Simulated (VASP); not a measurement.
Set up this calculation in VASP 6.6.1, as the native input.

```yaml
Task: relaxation of cell and atoms
Functional: PBE
Potentials_or_basis: VASP PAW PBE potentials, release 64 (Na_pv, Ag, S)
Cutoff: 600 eV
k_mesh: 3 × 3 × 3
Occupations: gaussian, width 0.15 eV
Spin: no spin polarisation
Dipole_correction: no
Further_INCAR_settings: ALGO = Normal; EDIFF = 1e-06; IBRION = 2; EDIFFG = -0.08; NSW = 36; ISIF = 3
```

The structure of Na4AgS3 lies in POSCAR:

```
Na4AgS3
1.0
   -4.0648182400      4.0648182400      3.1850654000
    4.0648182400     -4.0648182400      3.1850654000
    4.0648182400      4.0648182400     -3.1850654000
Na Ag S
4 1 3
Direct
    0.5000000000      0.2388816700      0.7388816700
    0.5000000000      0.7611183300      0.2611183300
    0.2388816700      0.5000000000      0.7388816700
    0.7611183300      0.5000000000      0.2611183300
    0.0000000000      0.0000000000      0.0000000000
    0.7500000000      0.2500000000      0.5000000000
    0.2500000000      0.7500000000      0.5000000000
    0.5000000000      0.5000000000      0.0000000000
```

The cell was generated, and may not be a known phase.

These files were run (other wordings do the same):

INCAR

```
ALGO     = Normal         # electronic algorithm
EDIFF    = 1E-6           # SCF threshold, eV
EDIFFG   = -0.08          # ionic threshold
ENCUT    = 600            # plane-wave cutoff, eV
GGA      = PE             # functional
IBRION   = 2              # ionic algorithm
ISIF     = 3              # what is computed and relaxed
ISMEAR   = 0              # smearing method
LASPH    = T              # aspherical terms in the spheres
LCHARG   = F              # write CHGCAR
LREAL    = F              # projectors in reciprocal space
LWAVE    = F              # write WAVECAR
NELM     = 100            # most SCF steps
NSW      = 36             # ionic steps
PREC     = Accurate       # precision mode
SIGMA    = 0.15           # smearing width, eV
```

KPOINTS

```
k-points
0
Gamma
  3 3 3
```

Potentials or basis: VASP PAW PBE potentials, release 64 (Na_pv, Ag, S).

Command:

```sh
$ cat potpaw_PBE.64/Na_pv/POTCAR potpaw_PBE.64/Ag/POTCAR potpaw_PBE.64/S/POTCAR > POTCAR
$ mpirun -np 1 vasp_std > vasp.out
```

It gave:

```yaml
Relaxed_volume: 33.36 Å³/atom
Relaxed_cell: a = 7.640 Å, b = 7.640 Å, c = 7.640 Å, α = 96.55°, β = 96.55°, γ = 140.51°
Space_group_after_relaxing_to_0.1_Å: I4/mmm (No. 139)
Energy_gained_by_relaxing: 661.1 meV/atom
Ionic_steps: 13
Pressure_after_relaxing: 0.0 GPa
Largest_force_after_relaxing: 0.016 eV/Å
Band_gap_on_the_k_mesh: zero (an odd number of electrons rules out a gap without spin polarisation)
```

Caveat: the k points lie up to 0.46 Å⁻¹ apart in the final cell, too coarse for converged energies and pressures of a metal; the volume moved by over 15 % at a fixed basis, so the end points are rough.

It took 17 min on 1 thread of Intel(R) Xeon(R) Platinum 8259CL CPU @ 2.50GHz (Skylake/Cascade Lake), with other jobs on the host, peak memory 0.45 GiB.
